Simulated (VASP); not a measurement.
# RuS2 (P-3m1) in VASP: single point with PBEsol

Aim: the single point of RuS2 with PBEsol.

Program: VASP 6.6.1. These are calculated values, not measurements. Logs are shortened: lines on timing, memory, paths and dates and some standing lists are left out, and cuts for length are marked.

## (1) The cell of the first run

The structure is trigonal, space group P-3m1 (No. 164). The conventional cell has a = 3.371 Å, b = 3.371 Å, c = 4.887 Å, α = 90.00°, β = 90.00°, γ = 120.00°. Within 3.1 Å of Ru (site symmetry -3m) lie 6 S at 2.35 Å. Within 3.1 Å of S (site symmetry 3m) lie 3 Ru at 2.35 Å and 3 S at 2.98 Å.

## (2) Single point, PBEsol, collinear spin, ferromagnetic start

POSCAR reads:

```
RuS2
1.0
    3.3708525769      0.0000000000      0.0000000000
   -1.6854262884      2.9192439640      0.0000000000
    0.0000000000      0.0000000000      4.8871536491
Ru S
1 2
Direct
    0.0000000000      0.0000000000      0.0000000000
    0.3333333333      0.6666666667      0.2695476810
    0.6666666667      0.3333333333      0.7304523190
```

INCAR.step1 reads:

```
PREC     = Accurate       # precision mode
ENCUT    = 520            # plane-wave cutoff, eV
EDIFF    = 1E-7           # SCF threshold, eV
ISMEAR   = 0              # smearing method
SIGMA    = 0.05           # smearing width, eV
LREAL    = F              # projectors in reciprocal space
LASPH    = T              # aspherical terms in the spheres
NELM     = 150            # most SCF steps
ALGO     = Normal         # electronic algorithm
ISIF     = 2              # what is computed and relaxed
LWAVE    = F              # write WAVECAR
LCHARG   = T              # write CHGCAR
ISPIN    = 2              # spin polarisation
MAGMOM   = 0.29 0 0       # initial moments
LMAXMIX  = 4              # l up to which the mixer works
GGA      = PS             # functional
NBANDS   = 24             # bands
```

KPOINTS.step1 reads:

```
regular mesh
0
Gamma
  10 10 6
```

INCAR.step2 reads:

```
PREC     = Accurate       # precision mode
ENCUT    = 520            # plane-wave cutoff, eV
EDIFF    = 1E-7           # SCF threshold, eV
ISMEAR   = -5             # smearing method
SIGMA    = 0.05           # smearing width, eV
LREAL    = F              # projectors in reciprocal space
LASPH    = T              # aspherical terms in the spheres
NELM     = 150            # most SCF steps
ALGO     = Normal         # electronic algorithm
ISIF     = 2              # what is computed and relaxed
LWAVE    = F              # write WAVECAR
LCHARG   = F              # write CHGCAR
ISPIN    = 2              # spin polarisation
MAGMOM   = 0.29 0 0       # initial moments
LORBIT   = 11             # projections on sites
LMAXMIX  = 4              # l up to which the mixer works
GGA      = PS             # functional
NEDOS    = 1001           # points of the DOS
ICHARG   = 11             # starting density
```

KPOINTS.step2 reads:

```
regular mesh
0
Gamma
  15 15 9
```

Potentials or basis: VASP PAW PBE potentials, release 64 (Ru_pv, S).

Command:

```sh
$ cat potpaw_PBE.64/Ru_pv/POTCAR potpaw_PBE.64/S/POTCAR > POTCAR
$ cp INCAR.step1 INCAR
$ cp KPOINTS.step1 KPOINTS
$ mpirun -np 1 vasp_std > vasp.out
$ cp INCAR.step2 INCAR
$ cp KPOINTS.step2 KPOINTS
$ mpirun -np 1 vasp_std > vasp.out
```

OUTCAR:

```text
PREC = Accurate
   ENCUT = 520
   EDIFF = 1E-7
   ISMEAR = -5
   LREAL = F
   LASPH = T
   NELM = 150
   ISIF = 2
   ISPIN = 2
   LORBIT = 11
   GGA = PS
   ICHARG = 11

 ion  position               nearest neighbor table
   1  0.000  0.000  0.000-   2 2.35   3 2.35   2 2.35   3 2.35   3 2.35   2 2.35
   2  0.333  0.667  0.270-   1 2.35   1 2.35   1 2.35
   3  0.667  0.333  0.730-   1 2.35   1 2.35   1 2.35

  LATTYP: Found a hexagonal cell.
 ALAT       =     3.3708525769
 C/A-ratio  =     1.4498271691

  Lattice vectors:

 A1 = (   3.3708525769,   0.0000000000,   0.0000000000)
 A2 = (  -1.6854262884,   2.9192439640,   0.0000000000)
 A3 = (   0.0000000000,   0.0000000000,   4.8871536491)

Analysis of symmetry for initial positions (statically):
=====================================================================
 Subroutine PRICEL returns:
 Original cell was already a primitive cell.

 Routine SETGRP: Setting up the symmetry group for a
 hexagonal supercell.

 Subroutine GETGRP returns: Found 12 space group operations
 (whereof 12 operations were pure point group operations)
 out of a pool of 24 trial point group operations.

The static configuration has the point symmetry D_3d.

Analysis of symmetry for dynamics (positions and initial velocities):
=====================================================================
 Subroutine PRICEL returns:
 Original cell was already a primitive cell.

 Routine SETGRP: Setting up the symmetry group for a
 hexagonal supercell.

 Subroutine GETGRP returns: Found 12 space group operations
 (whereof 12 operations were pure point group operations)
 out of a pool of 24 trial point group operations.

The dynamic configuration has the point symmetry D_3d.

Analysis of structural, dynamic, and magnetic symmetry:
=====================================================================
 Subroutine PRICEL returns:
 Original cell was already a primitive cell.

 Routine SETGRP: Setting up the symmetry group for a
 hexagonal supercell.

 Subroutine GETGRP returns: Found 12 space group operations
 (whereof 12 operations were pure point group operations)
 out of a pool of 24 trial point group operations.

The overall configuration has the point symmetry D_3d.

 Subroutine INISYM returns: Found 12 space group operations
 (whereof 12 operations are pure point group operations),
 and found     1 'primitive' translations

[... 115 lines left out ...]
   IALGO  =     38    algorithm
   IMIX   =      4    mixing-type and parameters
     AMIX     =   0.40;   BMIX     =  1.00
     AMIX_MAG =   1.60;   BMIX_MAG =  1.00
  volume/ion in A,a.u.               =      16.03       108.18
  Fermi-wavevector in a.u.,A,eV,Ry     =   1.333656  2.520245 24.199852  1.778639
  Thomas-Fermi vector in A             =   2.462498
   LORBIT       =     11    0 simple, 1 ext, 2 COOP (PROOUT), +10 PAW based schemes
   GGA     = PS    functional components
   LHFCALC =     F    Hartree Fock is set to
   AEXX    =    0.0000 exact exchange contribution
   IVDW    =     0    specifies the selected vdW correction
   LEPSILON=     F    determine dielectric tensor
   LRPA    =     F    only Hartree local field effects (RPA)
 spin polarized calculation
 Fermi weights with tetrahedron method with Bloechl corrections
  energy-cutoff  :      520.00
  volume of cell :       48.09
 maximum number of plane-waves:      1314
 NGX is ok and might be reduce to    28

 number of electron      26.0000007 magnetization       0.4070483

 Free energy of the ion-electron system (eV)
  ---------------------------------------------------
  ext. energy  EPLUGINS =         0.00000000
  ---------------------------------------------------
  free energy    TOTEN  =       -19.69161321 eV

  energy without entropy =      -19.69161321  energy(sigma->0) =      -19.69161321

 E-fermi :   7.9868     XC(G=0): -11.6359

 val. band max:        8.0048916399   @ k =  -0.0667   0.2000   0.3333
 cond. band min:       7.9359103067   @ k =   0.3333   0.3333   0.2222
 fundamental gap:     -0.0689813333
 Fermi energy:         7.9867744385

 spin component 1

 k-point     1 :       0.0000    0.0000    0.0000
  band No.  band energies     occupation
      1     -34.8877      1.00000
      2     -34.7983      1.00000
      3     -34.7983      1.00000
      4      -7.2233      1.00000
      5      -4.1449      1.00000
      6       0.9139      1.00000
[... 459 lines left out ...]
      6       1.6518      1.00000
[... 9 lines left out ...]
     16      10.4413      0.00000
     17      14.4176      0.00000

 [... further k-points ...]

 spin component 2

 k-point     1 :       0.0000    0.0000    0.0000
  band No.  band energies     occupation
      1     -34.6640      1.00000
      2     -34.5704      1.00000
      3     -34.5704      1.00000
      4      -7.1762      1.00000
      5      -4.0976      1.00000
      6       0.9899      1.00000
[... 459 lines left out ...]
      6       1.7210      1.00000
[... 9 lines left out ...]
     16      10.5495      0.00000
     17      14.4914      0.00000

 [... further k-points ...]
[... 5 lines left out ...]
  --------------------------------------------------------------------------------------
  -------------------------------------------------------------------------------------
  Total       -0.0614104     -0.0614104     -0.0133745     -0.0000000      0.0000000      0.0000000
  in kB       -2.0459078     -2.0459078     -0.4455773     -0.0000000      0.0000000      0.0000000
  external PRESSURE =      -1.5124643 kB  Pullay stress =       0.0000000 kB

 VOLUME and BASIS-vectors are now :
 -----------------------------------------------------------------------------
  energy-cutoff  :      520.00
  volume of cell :       48.09
      direct lattice vectors                 reciprocal lattice vectors
     3.370852577  0.000000000  0.000000000     0.296660853  0.171277223  0.000000000
    -1.685426288  2.919243964  0.000000000     0.000000000  0.342554446  0.000000000
     0.000000000  0.000000000  4.887153649     0.000000000  0.000000000  0.204618081

 POSITION                                       TOTAL-FORCE (eV/Angst)
 -----------------------------------------------------------------------------------
      0.00000      0.00000      0.00000         0.000000      0.000000      0.000000
     -0.00000      1.94616      1.31732        -0.000000      0.000000     -0.016916
      1.68543      0.97308      3.56983         0.000000     -0.000000      0.016916
 -----------------------------------------------------------------------------------
    total drift:                               -0.000000     -0.000000     -0.000000

  FREE ENERGIE OF THE ION-ELECTRON SYSTEM (eV)
  ---------------------------------------------------
  free  energy   TOTEN  =       -19.6916132124 eV

  energy  without entropy=      -19.6916132124  energy(sigma->0) =      -19.69161321

 total charge

# of ion       s       p       d       tot
------------------------------------------
    1        0.346   6.299   6.050  12.694
    2        1.356   2.266   0.000   3.622
    3        1.356   2.266   0.000   3.622
--------------------------------------------------
tot          3.058  10.830   6.050  19.938

 magnetization (x)

# of ion       s       p       d       tot
------------------------------------------
    1        0.007   0.007   0.297   0.311
    2        0.001   0.027   0.000   0.029
    3        0.001   0.027   0.000   0.029
--------------------------------------------------
tot          0.009   0.061   0.297   0.368
```

OUTCAR.step1:

```text
PREC = Accurate
   ENCUT = 520
   EDIFF = 1E-7
   ISMEAR = 0
   LREAL = F
[... 1544 lines left out ...]
      0.00000      0.00000      0.00000         0.000000      0.000000      0.000000
     -0.00000      1.94616      1.31732        -0.000000     -0.000000     -0.009855
      1.68543      0.97308      3.56983         0.000000      0.000000      0.009855
 -----------------------------------------------------------------------------------
    total drift:                               -0.000000     -0.000000     -0.000000

  FREE ENERGIE OF THE ION-ELECTRON SYSTEM (eV)
  ---------------------------------------------------
  free  energy   TOTEN  =       -19.6923326540 eV

  energy  without entropy=      -19.6876238739  energy(sigma->0) =      -19.68997826
```

OSZICAR.step1:

```text
N       E                     dE             d eps       ncg     rms          rms(c)
DAV:   1     0.197463106884E+03    0.19746E+03   -0.13350E+04  6960   0.101E+03
DAV:   2    -0.129930784528E+02   -0.21046E+03   -0.20302E+03  8248   0.288E+02
DAV:   3    -0.206179457024E+02   -0.76249E+01   -0.75443E+01  8848   0.547E+01
DAV:   4    -0.206880789763E+02   -0.70133E-01   -0.70090E-01  8000   0.564E+00
DAV:   5    -0.206891260357E+02   -0.10471E-02   -0.10469E-02  9168   0.657E-01    0.214E+01
DAV:   6    -0.206916693405E+02   -0.25433E-02   -0.14511E+01  8184   0.217E+01    0.108E+01
DAV:   7    -0.198157100337E+02    0.87596E+00   -0.71012E+00  7184   0.166E+01    0.752E+00
DAV:   8    -0.196906879274E+02    0.12502E+00   -0.53373E-01  8424   0.440E+00    0.130E+00
DAV:   9    -0.196910706651E+02   -0.38274E-03   -0.16438E-02  8128   0.701E-01    0.372E-01
DAV:  10    -0.196912061145E+02   -0.13545E-03   -0.13845E-03  8432   0.225E-01    0.168E-01
DAV:  11    -0.196916208986E+02   -0.41478E-03   -0.43190E-04  8064   0.105E-01    0.147E-01
DAV:  12    -0.196920535831E+02   -0.43268E-03   -0.42781E-04  7776   0.960E-02    0.989E-02
DAV:  13    -0.196923059357E+02   -0.25235E-03   -0.10287E-03  7616   0.151E-01    0.456E-02
DAV:  14    -0.196923306466E+02   -0.24711E-04   -0.11009E-04  7680   0.607E-02    0.208E-02
DAV:  15    -0.196923282969E+02    0.23497E-05   -0.20209E-06  8752   0.844E-03    0.164E-02
DAV:  16    -0.196923325872E+02   -0.42903E-05   -0.84003E-06  7736   0.142E-02    0.352E-03
DAV:  17    -0.196923326540E+02   -0.66746E-07   -0.37039E-07  8064   0.339E-03
   1 F= -.19692333E+02 E0= -.19689978E+02  d E =-.470878E-02  mag=     0.4070
```

Run time: 6.8 min. Hardware: 1 thread of Intel Xeon 8259CL, shared host; peak memory 0.38 GiB.

Results:

| Property | Result |
| --- | --- |
| Net moment | 0.41 μB per cell |
| Site moments | Ru +0.31; S +0.03 μB |
| Valence electrons inside the program's atomic spheres | Ru 12.69; S 3.62 |

Levels at points of the mesh, in eV from the Fermi level:
Spin up:
```
           k point  band 10  band 11  band 12  band 13  band 14  band 15  band 16  band 17
(0.00, 0.00, 0.00)    -1.93    -0.77    -0.34    -0.34     0.72     2.56     2.56     4.96
```
Spin down:
| k point | band 9 | band 10 | band 11 | band 12 | band 13 | band 14 | band 15 | band 16 | band 17 |
| --- | --- | --- | --- | --- | --- | --- | --- | --- | --- |
| (0.00, 0.00, 0.00) | -1.73 | -1.73 | -0.57 | -0.29 | -0.29 | 0.75 | 2.66 | 2.66 | 4.99 |

Caveat: a moment this small can come from the mesh or the smearing; the PAW data sets were made with another functional, which shifts forces and pressure a little.
